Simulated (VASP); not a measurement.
# AgCl (Fm-3m) in VASP: further runs

AgCl is run at these levels: PBE; tasks: single point, relaxation of cell and atoms.

All numbers are computed with VASP 6.6.1; they aren't measurements. Logs are shortened: lines on timing, memory, paths and dates and some standing lists are left out, and cuts for length are marked.

## 1. The cell of the first run

Symmetry: Fm-3m, No. 225, cubic system. Conventional cell: a = 5.793 Å, b = 5.793 Å, c = 5.793 Å, α = 90.00°, β = 90.00°, γ = 90.00°. Within 3.8 Å of Ag (site symmetry m-3m) lie 6 Cl at 2.90 Å. Within 3.8 Å of Cl (site symmetry m-3m) lie 6 Ag at 2.90 Å.

## 2. Single point, PBE (volume scaled by 1.10)

The input, INCAR:

```
PREC = Accurate
ENCUT = 520
EDIFF = 1E-6
ISMEAR = 0
SIGMA = 0.02
LREAL = F
LASPH = T
NELM = 100
ALGO = Normal
ISIF = 2
LWAVE = F
LCHARG = F
GGA = PE
NBANDS = 16
```

The input, KPOINTS:

```
Automatic mesh
0
Gamma
  8 8 8
```

The input, POSCAR:

```
AgCl
1.0
    0.0000000000      2.8964688709      2.8964688709
    2.8964688709      0.0000000000      2.8964688709
    2.8964688709      2.8964688709      0.0000000000
Ag Cl
1 1
Direct
    0.0000000000      0.0000000000      0.0000000000
    0.5000000000      0.5000000000      0.5000000000
```

Potentials or basis: VASP PAW PBE potentials, release 64 (Ag, Cl).

Started as:

```console
$ cat potpaw_PBE.64/Ag/POTCAR potpaw_PBE.64/Cl/POTCAR > POTCAR
$ mpirun -np 1 vasp_std > vasp.out
```

OUTCAR:

```text
PREC = Accurate
   ENCUT = 520
   EDIFF = 1E-6
   ISMEAR = 0
   LREAL = F
   LASPH = T
   NELM = 100
   ISIF = 2
   GGA = PE

 ion  position               nearest neighbor table
   1  0.000  0.000  0.000-   2 2.90   2 2.90   2 2.90   2 2.90   2 2.90   2 2.90
   2  0.500  0.500  0.500-   1 2.90   1 2.90   1 2.90   1 2.90   1 2.90   1 2.90

  LATTYP: Found a face centered cubic cell.
 ALAT       =     5.7929377418

  Lattice vectors:

 A1 = (   0.0000000000,   2.8964688709,   2.8964688709)
 A2 = (   2.8964688709,   0.0000000000,   2.8964688709)
 A3 = (   2.8964688709,   2.8964688709,   0.0000000000)

Analysis of symmetry for initial positions (statically):
=====================================================================
 Subroutine PRICEL returns:
 Original cell was already a primitive cell.

 Routine SETGRP: Setting up the symmetry group for a
 face centered cubic supercell.

 Subroutine GETGRP returns: Found 48 space group operations
 (whereof 48 operations were pure point group operations)
 out of a pool of 48 trial point group operations.

The static configuration has the point symmetry O_h .

Analysis of symmetry for dynamics (positions and initial velocities):
=====================================================================
 Subroutine PRICEL returns:
 Original cell was already a primitive cell.

 Routine SETGRP: Setting up the symmetry group for a
 face centered cubic supercell.

 Subroutine GETGRP returns: Found 48 space group operations
 (whereof 48 operations were pure point group operations)
 out of a pool of 48 trial point group operations.

The dynamic configuration has the point symmetry O_h .

 Subroutine INISYM returns: Found 48 space group operations
 (whereof 48 operations are pure point group operations),
 and found     1 'primitive' translations

----------------------------------------------------------------------------------------

                                     Primitive cell

  volume of cell :      48.6000

  direct lattice vectors                    reciprocal lattice vectors
     0.000000000  2.896468871  2.896468871    -0.172623985  0.172623985  0.172623985
     2.896468871  0.000000000  2.896468871     0.172623985 -0.172623985  0.172623985
     2.896468871  2.896468871  0.000000000     0.172623985  0.172623985 -0.172623985

  length of vectors
[... 80 lines left out ...]
   ENCUT  =  520.0 eV  38.22 Ry    6.18 a.u.   7.62  7.62  7.62*2*pi/ulx,y,z
   NELM   =    100;   NELMIN=  2; NELMDL= -5     # of ELM steps
   EDIFF  = 0.1E-05   stopping-criterion for ELM
   LREAL  =      F    real-space projection
   EDIFFG = 0.1E-04   stopping-criterion for IOM
   NSW    =      0    number of steps for IOM
   IBRION =     -1    ionic relax: 0-MD 1-quasi-New 2-CG
   NFREE  =      0    steps in history (QN), initial steepest desc. (CG)
   ISIF   =      2    stress and relaxation
   ISYM   =      2    0-nonsym 1-usesym 2-fastsym
   POTIM  = 0.5000    time-step for ionic-motion
   TEBEG  =    0.0;   TEEND  =   0.0 temperature during run
   PSTRESS=    0.0 pullay stress
   NELECT =      18.0000    total number of electrons
   NUPDOWN=      -1.0000    fix difference up-down
   EMIN   =  10.00;   EMAX   =-10.00  energy-range for DOS
   EFERMI =   0.00;   METHOD = LEGACY
   ISMEAR =     0;   SIGMA  =   0.02  broadening in eV -4-tet -1-fermi 0-gaus
   EFERMI_NEDOS =   21; number of points for ismear=-14 and -15
   IALGO  =     38    algorithm
   IMIX   =      4    mixing-type and parameters
     AMIX     =   0.40;   BMIX     =  1.00
     AMIX_MAG =   1.60;   BMIX_MAG =  1.00
  volume/ion in A,a.u.               =      24.30       163.98
  Fermi-wavevector in a.u.,A,eV,Ry     =   1.175674  2.221701 18.806090  1.382209
  Thomas-Fermi vector in A             =   2.312050
   LORBIT       =      0    0 simple, 1 ext, 2 COOP (PROOUT), +10 PAW based schemes
   GGA     = PE    functional components
   LHFCALC =     F    Hartree Fock is set to
   AEXX    =    0.0000 exact exchange contribution
   IVDW    =     0    specifies the selected vdW correction
   LEPSILON=     F    determine dielectric tensor
   LRPA    =     F    only Hartree local field effects (RPA)
 non-spin polarized calculation
 Gauss-broadening in eV      SIGMA  =   0.02
  energy-cutoff  :      520.00
  volume of cell :       48.60
 maximum number of plane-waves:      1363
   NGX = 15   NGY = 15   NGZ = 15

 number of electron      18.0000008 magnetization

 Free energy of the ion-electron system (eV)
  ---------------------------------------------------
  ext. energy  EPLUGINS =         0.00000000
  ---------------------------------------------------
  free energy    TOTEN  =        -5.35261488 eV

  energy without entropy =       -5.35261488  energy(sigma->0) =       -5.35261488

 E-fermi :   2.4000     XC(G=0):  -9.2946

 val. band max:        2.2743228209   @ k =   0.5000   0.0000   0.0000
 cond. band min:       3.2479937774   @ k =   0.0000   0.0000   0.0000
 fundamental gap:      0.9736709565
 Fermi energy:         2.4000063879

 k-point     1 :       0.0000    0.0000    0.0000
  band No.  band energies     occupation
      1     -12.0648      2.00000
      2       0.2848      2.00000
      3       0.2848      2.00000
      4       0.2848      2.00000
      5       0.3199      2.00000
      6       0.3199      2.00000
[... 433 lines left out ...]
      3      -1.0058      2.00000
      4      -0.9912      2.00000
      5       0.4981      2.00000
      6       0.5499      2.00000
[... 8 lines left out ...]
     15      15.4621      0.00000
     16      16.9152      0.00000

 [... further k-points ...]

------------------------ aborting loop because EDIFF is reached ----------------------------------------

  FORCE on cell =-STRESS in cart. coord.  units (eV):
  Direction    XX          YY          ZZ          XY          YZ          ZX
  --------------------------------------------------------------------------------------
  -------------------------------------------------------------------------------------
  Total       -0.9726451     -0.9726451     -0.9726451      0.0000000     -0.0000000      0.0000000
  in kB      -32.0647884    -32.0647884    -32.0647884      0.0000000     -0.0000000      0.0000000
  external PRESSURE =     -32.0647884 kB  Pullay stress =       0.0000000 kB

 VOLUME and BASIS-vectors are now :
 -----------------------------------------------------------------------------
  energy-cutoff  :      520.00
  volume of cell :       48.60
      direct lattice vectors                 reciprocal lattice vectors
     0.000000000  2.896468871  2.896468871    -0.172623985  0.172623985  0.172623985
     2.896468871  0.000000000  2.896468871     0.172623985 -0.172623985  0.172623985
     2.896468871  2.896468871  0.000000000     0.172623985  0.172623985 -0.172623985

 POSITION                                       TOTAL-FORCE (eV/Angst)
 -----------------------------------------------------------------------------------
      0.00000      0.00000      0.00000        -0.000000      0.000000      0.000000
      2.89647      2.89647      2.89647         0.000000     -0.000000     -0.000000
 -----------------------------------------------------------------------------------
    total drift:                               -0.000000      0.000000      0.000000

  FREE ENERGIE OF THE ION-ELECTRON SYSTEM (eV)
  ---------------------------------------------------
  free  energy   TOTEN  =        -5.3526148771 eV

  energy  without entropy=       -5.3526148771  energy(sigma->0) =       -5.35261488
```

OSZICAR:

```text
N       E                     dE             d eps       ncg     rms          rms(c)
DAV:   1     0.960640011041E+02    0.96064E+02   -0.85032E+03   952   0.996E+02
DAV:   2    -0.179734153201E+01   -0.97861E+02   -0.89811E+02  1136   0.213E+02
DAV:   3    -0.554523201427E+01   -0.37479E+01   -0.37379E+01  1184   0.439E+01
DAV:   4    -0.557289235919E+01   -0.27660E-01   -0.27658E-01  1176   0.405E+00
DAV:   5    -0.557329525647E+01   -0.40290E-03   -0.40289E-03  1176   0.488E-01    0.432E+00
DAV:   6    -0.535806467997E+01    0.21523E+00   -0.28766E-01  1184   0.651E+00    0.288E+00
DAV:   7    -0.535308717970E+01    0.49775E-02   -0.95349E-02  1040   0.211E+00    0.167E+00
DAV:   8    -0.535242972689E+01    0.65745E-03   -0.60656E-03  1112   0.772E-01    0.243E-01
DAV:   9    -0.535250398149E+01   -0.74255E-04   -0.53856E-04  1104   0.325E-01    0.549E-02
DAV:  10    -0.535260657947E+01   -0.10260E-03   -0.17767E-04  1080   0.112E-01    0.408E-02
DAV:  11    -0.535261502491E+01   -0.84454E-05   -0.80172E-06  1176   0.198E-02    0.508E-03
DAV:  12    -0.535261487709E+01    0.14782E-06   -0.18894E-07   816   0.450E-03
   1 F= -.53526149E+01 E0= -.53526149E+01  d E =-.124611E-20
```

stdout:

```text
POSCAR found type information on POSCAR AgCl
 POSCAR found :  2 types and       2 ions
 scaLAPACK will be used
 LDA part: xc-table for (Slater+PW92), standard interpolation
 POSCAR, INCAR and KPOINTS ok, starting setup
 FFT: planning ... GRIDC
 FFT: planning ... GRID_SOFT
 FFT: planning ... GRID
 WAVECAR not read
 entering main loop
```

Wall time 9.1 s (1 thread of Intel Xeon 6975P-C (Granite Rapids), shared host); peak memory 0.17 GiB.

What came out:

```yaml
Free_energy: -5.3526 eV
Pressure: -3.2 GPa
Band_gap_on_the_k_mesh: 0.97 eV, indirect (least direct gap 2.78 eV)
```

Caveat: the cell differs from its parent crystal (volume scaled by 1.10). A k mesh can miss the band edges.

## 3. Relaxation of cell and atoms, PBE

This run uses another cell than the first one, of 22.06 Å³/atom, 0.908 times its volume.

The input, INCAR:

```
SYSTEM = AgCl
  ALGO = Normal
  EDIFF = 1E-6
  EDIFFG = -0.01
  ENCUT = 600
  GGA = PE
  IBRION = 2
  ISIF = 3
  ISMEAR = 0
  LASPH = .True.
  LCHARG = .False.
  LREAL = .False.
  LWAVE = .False.
  NELM = 60
  NSW = 100
  PREC = Accurate
  SIGMA = 0.02
```

The input, KPOINTS:

```
k-points
0
Gamma
  8 8 8
  0 0 0
```

The input, POSCAR:

```
AgCl
1.0
    0.0000000000      2.8044798865      2.8044798865
    2.8044798865      0.0000000000      2.8044798865
    2.8044798865      2.8044798865      0.0000000000
Ag Cl
1 1
Direct
    0.0000000000      0.0000000000      0.0000000000
    0.5000000000      0.5000000000      0.5000000000
```

Potentials or basis: VASP PAW PBE potentials, release 64 (Ag, Cl).

Started as:

```console
$ cat potpaw_PBE.64/Ag/POTCAR potpaw_PBE.64/Cl/POTCAR > POTCAR
$ mpirun -np 1 vasp_std > vasp.out
```

OUTCAR:

```text
SYSTEM = AgCl
   EDIFF = 1E-6
   EDIFFG = -0.01
   ENCUT = 600
   GGA = PE
   IBRION = 2
   ISIF = 3
   ISMEAR = 0
   LASPH = .True.
   LREAL = .False.
   NELM = 60
   NSW = 100
   PREC = Accurate

 ion  position               nearest neighbor table
   1  0.000  0.000  0.000-   2 2.80   2 2.80   2 2.80   2 2.80   2 2.80   2 2.80
   2  0.500  0.500  0.500-   1 2.80   1 2.80   1 2.80   1 2.80   1 2.80   1 2.80

  LATTYP: Found a face centered cubic cell.
 ALAT       =     5.6089597730

  Lattice vectors:

 A1 = (   0.0000000000,   2.8044798865,   2.8044798865)
 A2 = (   2.8044798865,   0.0000000000,   2.8044798865)
 A3 = (   2.8044798865,   2.8044798865,   0.0000000000)

Analysis of symmetry for initial positions (statically):
=====================================================================
 Subroutine PRICEL returns:
 Original cell was already a primitive cell.

 Routine SETGRP: Setting up the symmetry group for a
 face centered cubic supercell.

 Subroutine GETGRP returns: Found 48 space group operations
 (whereof 48 operations were pure point group operations)
 out of a pool of 48 trial point group operations.

The static configuration has the point symmetry O_h .

Analysis of symmetry for dynamics (positions and initial velocities):
=====================================================================
 Subroutine PRICEL returns:
 Original cell was already a primitive cell.

 Routine SETGRP: Setting up the symmetry group for a
 face centered cubic supercell.

 Subroutine GETGRP returns: Found 48 space group operations
 (whereof 48 operations were pure point group operations)
 out of a pool of 48 trial point group operations.

The dynamic configuration has the point symmetry O_h .

 Subroutine INISYM returns: Found 48 space group operations
 (whereof 48 operations are pure point group operations),
 and found     1 'primitive' translations

[... 124 lines left out ...]
   LRPA    =     F    only Hartree local field effects (RPA)
 conjugate gradient relaxation of ions
 non-spin polarized calculation
 Gauss-broadening in eV      SIGMA  =   0.02
  energy-cutoff  :      600.00
  volume of cell :       44.12
 maximum number of plane-waves:      1480
   NGX = 15   NGY = 15   NGZ = 15

 number of electron      18.0000003 magnetization

 Free energy of the ion-electron system (eV)
  ---------------------------------------------------
  ext. energy  EPLUGINS =         0.00000000
  ---------------------------------------------------
  free energy    TOTEN  =        -5.40125605 eV

  energy without entropy =       -5.40125605  energy(sigma->0) =       -5.40125605

 E-fermi :   3.5432     XC(G=0):  -9.7893

 val. band max:        3.3967534926   @ k =   0.5000   0.0000   0.0000
 cond. band min:       4.3168984418   @ k =   0.0000   0.0000   0.0000
 fundamental gap:      0.9201449492
 Fermi energy:         3.5431515677

 k-point     1 :       0.0000    0.0000    0.0000
  band No.  band energies     occupation
      1     -11.5290      2.00000
      2       1.0879      2.00000
      3       1.0879      2.00000
      4       1.0879      2.00000
      5       1.1271      2.00000
      6       1.1271      2.00000
      7       1.2128      2.00000
      8       1.2128      2.00000
      9       1.2128      2.00000
     10       4.3169      0.00000
     11      14.2658      0.00000
     12      14.2658      0.00000
     13      14.2658      0.00000
[... 354 lines left out ...]
  band No.  band energies     occupation
      1     -11.1067      2.00000
      2      -1.1663      2.00000
      3      -0.4673      2.00000
      4      -0.4308      2.00000
      5       1.3636      2.00000
      6       1.4267      2.00000
      7       1.6632      2.00000
      8       2.4600      2.00000
      9       2.9464      2.00000
     10       8.3105      0.00000
     11       9.1203      0.00000
     12      11.4738      0.00000
     13      11.9339      0.00000

 [... further k-points ...]

------------------------ aborting loop because EDIFF is reached ----------------------------------------

  FORCE on cell =-STRESS in cart. coord.  units (eV):
  Direction    XX          YY          ZZ          XY          YZ          ZX
  --------------------------------------------------------------------------------------
  -------------------------------------------------------------------------------------
  Total       -0.0105651     -0.0105651     -0.0105651      0.0000000      0.0000000      0.0000000
  in kB       -0.3837064     -0.3837064     -0.3837064      0.0000000      0.0000000      0.0000000
  external PRESSURE =      -0.3837064 kB  Pullay stress =       0.0000000 kB

 VOLUME and BASIS-vectors are now :
 -----------------------------------------------------------------------------
  energy-cutoff  :      600.00
  volume of cell :       44.12
      direct lattice vectors                 reciprocal lattice vectors
     0.000000000  2.804479886  2.804479886    -0.178286178  0.178286178  0.178286178
     2.804479886  0.000000000  2.804479886     0.178286178 -0.178286178  0.178286178
     2.804479886  2.804479886  0.000000000     0.178286178  0.178286178 -0.178286178

 POSITION                                       TOTAL-FORCE (eV/Angst)
 -----------------------------------------------------------------------------------
      0.00000      0.00000      0.00000         0.000000      0.000000     -0.000000
      2.80448      2.80448      2.80448        -0.000000     -0.000000      0.000000
 -----------------------------------------------------------------------------------
    total drift:                                0.000000     -0.000000     -0.000000

  FREE ENERGIE OF THE ION-ELECTRON SYSTEM (eV)
  ---------------------------------------------------
  free  energy   TOTEN  =        -5.4012560471 eV

  energy  without entropy=       -5.4012560471  energy(sigma->0) =       -5.40125605

 reached required accuracy - stopping structural energy minimisation
```

CONTCAR:

```text
AgCl
   1.00000000000000
     0.0000000000000000    2.8044798864999998    2.8044798864999998
     2.8044798864999998    0.0000000000000000    2.8044798864999998
     2.8044798864999998    2.8044798864999998    0.0000000000000000
  Ag              Cl
     1     1
Direct
     0.0000000000000000    0.0000000000000000    0.0000000000000000
     0.5000000000000000    0.5000000000000000    0.5000000000000000

  0.00000000E+00  0.00000000E+00  0.00000000E+00
  0.00000000E+00  0.00000000E+00  0.00000000E+00
```

It took 6.6 s on 1 thread of Intel Xeon 6975P-C (Granite Rapids), shared host; peak memory 0.18 GiB.

What came out:

* Free energy: -5.4013 eV
* Pressure after relaxing: 0.0 GPa
* Band gap on the k mesh: 0.92 eV, indirect (least direct gap 3.08 eV)

Final structure:
```
Ag Cl
1.0
     0.00000    2.80448    2.80448
     2.80448    0.00000    2.80448
     2.80448    2.80448    0.00000
Ag Cl
1 1
Direct
  0.00000 0.00000 0.00000
  0.50000 0.50000 0.50000
```

Levels at points of the mesh, in eV from the valence-band top:
```
           k point  band 7  band 8  band 9  band 10  band 11  band 12
(0.00, 0.00, 0.00)   -2.18   -2.18   -2.18     0.92    10.87    10.87
(0.50, 0.00, 0.00)   -1.68    0.00    0.00     4.33     6.35     7.73
(0.50, 0.50, 0.00)   -1.86   -1.86   -1.80     2.44     8.07     8.53
```

Caveat: the relaxation stopped at its first step, so nothing moved.
